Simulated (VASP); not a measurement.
# Li (Fm-3m) in VASP: density of states with PBE+D3(BJ)

Aim: the density of states of Li with PBE+D3(BJ).

Program: VASP 6.6.1. These are calculated values, not measurements. Logs are shortened: lines on timing, memory, paths and dates and some standing lists are left out, and cuts for length are marked.

## 1. The cell of the first run

The structure is cubic, space group Fm-3m (No. 225). The conventional cell has a = 4.177 Å, b = 4.177 Å, c = 4.177 Å, α = 90.00°, β = 90.00°, γ = 90.00°. Li (site symmetry m-3m) has 12 Li at 2.95 Å within 3.9 Å.

## 2. Density of states, PBE+D3(BJ)

Input file POSCAR:

```
Li
1.0
    0.0000000000      2.0884826780      2.0884826780
    2.0884826780      0.0000000000      2.0884826780
    2.0884826780      2.0884826780      0.0000000000
Li
1
Direct
    0.0000000000      0.0000000000      0.0000000000
```

Input file INCAR.step1:

```
  ALGO = Normal
  EDIFF = 1E-6
  ENCUT = 520
  GGA = PE
  ISIF = 2
  ISMEAR = 0
  IVDW = 12
  LASPH = True
  LCHARG = True
  LREAL = False
  LWAVE = False
  NBANDS = 8
  NELM = 80
  PREC = Accurate
  SIGMA = 0.1
```

Input file KPOINTS.step1:

```
k-points
0
Gamma
  18 18 18
```

Input file INCAR.step2:

```
  ALGO = Normal
  EDIFF = 1E-6
  ENCUT = 520
  GGA = PE
  ICHARG = 11
  ISIF = 2
  ISMEAR = -5
  IVDW = 12
  LASPH = True
  LCHARG = False
  LORBIT = 10
  LREAL = False
  LWAVE = False
  NEDOS = 1001
  NELM = 80
  PREC = Accurate
  SIGMA = 0.1
```

Input file KPOINTS.step2:

```
k-points
0
Gamma
  27 27 27
```

Potentials or basis: VASP PAW PBE potentials, release 64 (Li_sv).

Command:

```bash
> cat potpaw_PBE.64/Li_sv/POTCAR > POTCAR
> cp INCAR.step1 INCAR
> cp KPOINTS.step1 KPOINTS
> mpirun -np 1 vasp_std > vasp.out
> cp INCAR.step2 INCAR
> cp KPOINTS.step2 KPOINTS
> mpirun -np 1 vasp_std > vasp.out
```

OUTCAR:

```text
EDIFF = 1E-6
   ENCUT = 520
   GGA = PE
   ICHARG = 11
   ISIF = 2
   ISMEAR = -5
   IVDW = 12
   LASPH = True
   LORBIT = 10
   LREAL = False
   NELM = 80
   PREC = Accurate
 IVDW          = 12

 ion  position               nearest neighbor table
   1  0.000  0.000  0.000-

  LATTYP: Found a face centered cubic cell.
 ALAT       =     4.1769653560

  Lattice vectors:

 A1 = (   0.0000000000,   2.0884826780,   2.0884826780)
 A2 = (   2.0884826780,   0.0000000000,   2.0884826780)
 A3 = (   2.0884826780,   2.0884826780,   0.0000000000)

Analysis of symmetry for initial positions (statically):
=====================================================================
 Subroutine PRICEL returns:
 Original cell was already a primitive cell.

 Routine SETGRP: Setting up the symmetry group for a
 face centered cubic supercell.

 Subroutine GETGRP returns: Found 48 space group operations
 (whereof 48 operations were pure point group operations)
 out of a pool of 48 trial point group operations.

The static configuration has the point symmetry O_h .

Analysis of symmetry for dynamics (positions and initial velocities):
=====================================================================
 Subroutine PRICEL returns:
 Original cell was already a primitive cell.

 Routine SETGRP: Setting up the symmetry group for a
 face centered cubic supercell.

 Subroutine GETGRP returns: Found 48 space group operations
 (whereof 48 operations were pure point group operations)
 out of a pool of 48 trial point group operations.

The dynamic configuration has the point symmetry O_h .

 Subroutine INISYM returns: Found 48 space group operations
 (whereof 48 operations are pure point group operations),
 and found     1 'primitive' translations

----------------------------------------------------------------------------------------

                                     Primitive cell

  volume of cell :      18.2189

  direct lattice vectors                    reciprocal lattice vectors
     0.000000000  2.088482678  2.088482678    -0.239408258  0.239408258  0.239408258
     2.088482678  0.000000000  2.088482678     0.239408258 -0.239408258  0.239408258
     2.088482678  2.088482678  0.000000000     0.239408258  0.239408258 -0.239408258

  length of vectors
     2.953560528  2.953560528  2.953560528     0.414667267  0.414667267  0.414667267

  position of ions in fractional coordinates (direct lattice)
     0.000000000  0.000000000  0.000000000

  ion indices of the primitive-cell ions
   primitive index   ion index
                 1           1

----------------------------------------------------------------------------------------

 KPOINTS: k-points

Automatic generation of k-mesh.
 Grid dimensions read from file:
 generate k-points for:   27   27   27

 Generating k-lattice:

  Cartesian coordinates                     Fractional coordinates (reciprocal lattice)
    -0.008866973  0.008866973  0.008866973     0.037037037  0.000000000  0.000000000
     0.008866973 -0.008866973  0.008866973     0.000000000  0.037037037  0.000000000
     0.008866973  0.008866973 -0.008866973     0.000000000  0.000000000  0.037037037

  Length of vectors
     0.015358047  0.015358047  0.015358047

  Shift w.r.t. Gamma in fractional coordinates (k-lattice)
     0.000000000  0.000000000  0.000000000

 TETIRR: Found   2653 inequivalent tetrahedra from   118098

 Subroutine IBZKPT returns following result:
 ===========================================

 Found    560 irreducible k-points:

 Following reciprocal coordinates:
            Coordinates               Weight
  0.000000  0.000000  0.000000      1.000000
  0.037037  0.000000  0.000000      8.000000
  0.074074  0.000000  0.000000      8.000000
  0.111111  0.000000  0.000000      8.000000
  0.148148  0.000000  0.000000      8.000000
  0.185185  0.000000  0.000000      8.000000
[... 16 lines left out ...]
  0.333333  0.037037  0.000000     24.000000
  0.370370  0.037037  0.000000     24.000000
 [... further k-points ...]
   k-points           NKPTS =    560   k-points in BZ     NKDIM =    560   number of bands    NBANDS=      5
   number of dos      NEDOS =   1001   number of ions     NIONS =      1
   total plane-waves  NPLWV =  13824
   dimension x,y,z NGX =    24 NGY =   24 NGZ =   24
   dimension x,y,z NGXF=    48 NGYF=   48 NGZF=   48
   ions per type =               1
   NGX,Y,Z   is equivalent  to a cutoff of  13.51, 13.51, 13.51 a.u.
   NGXF,Y,Z  is equivalent  to a cutoff of  27.02, 27.02, 27.02 a.u.
 SYSTEM =  unknown system
   PREC   = accura    normal or accurate (medium, high low for compatibility)
   ISTART =      0    job   : 0-new  1-cont  2-samecut
   ICHARG =     11    charge: 1-file 2-atom 10-const
   ISPIN  =      1    spin polarized calculation?
   LNONCOLLINEAR =      F non collinear calculations
   LSORBIT =      F    spin-orbit coupling
   LASPH  =      T    aspherical Exc in radial PAW
   ENCUT  =  520.0 eV  38.22 Ry    6.18 a.u.   5.49  5.49  5.49*2*pi/ulx,y,z
   NELM   =     80;   NELMIN=  2; NELMDL=  0     # of ELM steps
   EDIFF  = 0.1E-05   stopping-criterion for ELM
   LREAL  =      F    real-space projection
   EDIFFG = 0.1E-04   stopping-criterion for IOM
   NSW    =      0    number of steps for IOM
   IBRION =     -1    ionic relax: 0-MD 1-quasi-New 2-CG
   NFREE  =      0    steps in history (QN), initial steepest desc. (CG)
   ISIF   =      2    stress and relaxation
   ISYM   =      2    0-nonsym 1-usesym 2-fastsym
   POTIM  = 0.5000    time-step for ionic-motion
   TEBEG  =    0.0;   TEEND  =   0.0 temperature during run
   PSTRESS=    0.0 pullay stress
   NELECT =       3.0000    total number of electrons
   NUPDOWN=      -1.0000    fix difference up-down
   EMIN   =  10.00;   EMAX   =-10.00  energy-range for DOS
   EFERMI =   0.00;   METHOD = LEGACY
   ISMEAR =    -5;   SIGMA  =   0.10  broadening in eV -4-tet -1-fermi 0-gaus
   EFERMI_NEDOS =   21; number of points for ismear=-14 and -15
   IALGO  =     38    algorithm
   IMIX   =      4    mixing-type and parameters
     AMIX     =   0.40;   BMIX     =  1.00
     AMIX_MAG =   1.60;   BMIX_MAG =  1.00
  volume/ion in A,a.u.               =      18.22       122.95
  Fermi-wavevector in a.u.,A,eV,Ry     =   0.897307  1.695664 10.954864  0.805160
  Thomas-Fermi vector in A             =   2.019875
   LORBIT       =     10    0 simple, 1 ext, 2 COOP (PROOUT), +10 PAW based schemes
   GGA     = PE    functional components
   LHFCALC =     F    Hartree Fock is set to
   AEXX    =    0.0000 exact exchange contribution
   IVDW    =    12    specifies the selected vdW correction
   LEPSILON=     F    determine dielectric tensor
   LRPA    =     F    only Hartree local field effects (RPA)
 non-spin polarized calculation
 Fermi weights with tetrahedron method with Bloechl corrections
  energy-cutoff  :      520.00
  volume of cell :       18.22
 maximum number of plane-waves:       531
 NGX is ok and might be reduce to    24

 number of electron       3.0000005 magnetization

 Free energy of the ion-electron system (eV)
  ---------------------------------------------------
  ext. energy  EPLUGINS =         0.00000000
  ---------------------------------------------------
  free energy    TOTEN  =        -1.89581241 eV

  energy without entropy =       -1.89581241  energy(sigma->0) =       -1.89581241

 E-fermi :   0.9339     XC(G=0):  -7.3091

 val. band max:        0.9272628716   @ k =  -0.4815   0.0741   0.0370
 cond. band min:       0.9510053086   @ k =   0.4815   0.2593   0.0370
 fundamental gap:      0.0237424370
 Fermi energy:         0.9338713981

 k-point     1 :       0.0000    0.0000    0.0000
  band No.  band energies     occupation
      1     -45.4157      2.00000
      2      -2.7574      2.00000
      3      16.4117      0.00000
      4      16.4118      0.00000
      5      16.4118      0.00000

 k-point     2 :       0.0370    0.0000    0.0000
  band No.  band energies     occupation
      1     -45.4153      2.00000
      2      -2.7320      2.00000
      3      16.0942      0.00000
      4      16.3447      0.00000
      5      16.3448      0.00000

 k-point     3 :       0.0741    0.0000    0.0000
  band No.  band energies     occupation
      1     -45.4141      2.00000
      2      -2.6556      2.00000
      3      15.2500      0.00000
      4      16.1670      0.00000
      5      16.1671      0.00000

 k-point     4 :       0.1111    0.0000    0.0000
  band No.  band energies     occupation
      1     -45.4124      2.00000
      2      -2.5287      2.00000
      3      14.1194      0.00000
      4      15.9273      0.00000
      5      15.9273      0.00000

 k-point     5 :       0.1481    0.0000    0.0000
  band No.  band energies     occupation
      1     -45.4100      2.00000
      2      -2.3510      2.00000
      3      12.8859      0.00000
      4      15.6687      0.00000
      5      15.6687      0.00000

 k-point     6 :       0.1852    0.0000    0.0000
  band No.  band energies     occupation
      1     -45.4072      2.00000
      2      -2.1226      2.00000
      3      11.6385      0.00000
      4      15.4194      0.00000
      5      15.4194      0.00000
[... 113 lines left out ...]
 k-point    21 :       0.2593    0.0370    0.0000
  band No.  band energies     occupation
      1     -45.4017      2.00000
      2      -1.6079      2.00000
      3       9.6421      0.00000
      4      14.5017      0.00000
      5      15.4839      0.00000

 k-point    22 :       0.2963    0.0370    0.0000
  band No.  band energies     occupation
      1     -45.3986      2.00000
      2      -1.2492      2.00000
      3       8.5121      0.00000
      4      14.3563      0.00000
      5      15.2871      0.00000

 k-point    23 :       0.3333    0.0370    0.0000
  band No.  band energies     occupation
      1     -45.3955      2.00000
      2      -0.8473      2.00000
      3       7.4523      0.00000
      4      14.2604      0.00000
      5      15.1062      0.00000

 k-point    24 :       0.3704    0.0370    0.0000
  band No.  band energies     occupation
      1     -45.3929      2.00000
      2      -0.4108      2.00000
      3       6.4760      0.00000
      4      14.2130      0.00000
      5      14.9381      0.00000

 [... further k-points ...]

------------------------ aborting loop because EDIFF is reached ----------------------------------------

 Edisp (eV)   -0.18817

 E8    (eV) :    -0.0782

  FORCE on cell =-STRESS in cart. coord.  units (eV):
  Direction    XX          YY          ZZ          XY          YZ          ZX
  --------------------------------------------------------------------------------------
  -------------------------------------------------------------------------------------
  Total      -0.00724    -0.00724    -0.00724     0.00000    -0.00000     0.00000
  in kB      -0.63641    -0.63641    -0.63641     0.00000    -0.00000     0.00000
  external pressure =       -0.64 kB  Pullay stress =        0.00 kB

 VOLUME and BASIS-vectors are now :
 -----------------------------------------------------------------------------
  energy-cutoff  :      520.00
  volume of cell :       18.22
      direct lattice vectors                 reciprocal lattice vectors
     0.000000000  2.088482678  2.088482678    -0.239408258  0.239408258  0.239408258
     2.088482678  0.000000000  2.088482678     0.239408258 -0.239408258  0.239408258
     2.088482678  2.088482678  0.000000000     0.239408258  0.239408258 -0.239408258

 POSITION                                       TOTAL-FORCE (eV/Angst)
 -----------------------------------------------------------------------------------
      0.00000      0.00000      0.00000         0.000000      0.000000      0.000000
 -----------------------------------------------------------------------------------
    total drift:                               -0.000000     -0.000000     -0.000000

  FREE ENERGIE OF THE ION-ELECTRON SYSTEM (eV)
  ---------------------------------------------------
  free  energy   TOTEN  =        -2.0839780751 eV

  energy  without entropy=       -2.0839780751  energy(sigma->0) =       -2.08397808

 total charge

# of ion       s       p       d       tot
------------------------------------------
    1        2.037   0.047   0.000   2.085
```

Wall time 40 s (1 thread of AMD EPYC 7R43 (Zen 3), shared host); peak memory 0.14 GiB.

What came out:

- Valence electrons inside the program's atomic spheres: Li 2.08
- Dispersion energy per atom: -0.188 eV

Levels at points of the mesh, in eV from the Fermi level:
| k point | band 1 | band 2 | band 3 | band 4 | band 5 |
| --- | --- | --- | --- | --- | --- |
| (0.00, 0.00, 0.00) | -46.35 | -3.69 | 15.48 | 15.48 | 15.48 |

Caveat: the cutoff is under 1.25 times the usual one of these potentials, so pressure, stress and relaxed cells hold a basis-set (Pulay) error; pairwise dispersion overbinds metals, which lowers pressure and volume; tetrahedron occupations give inexact forces and stress in metals.
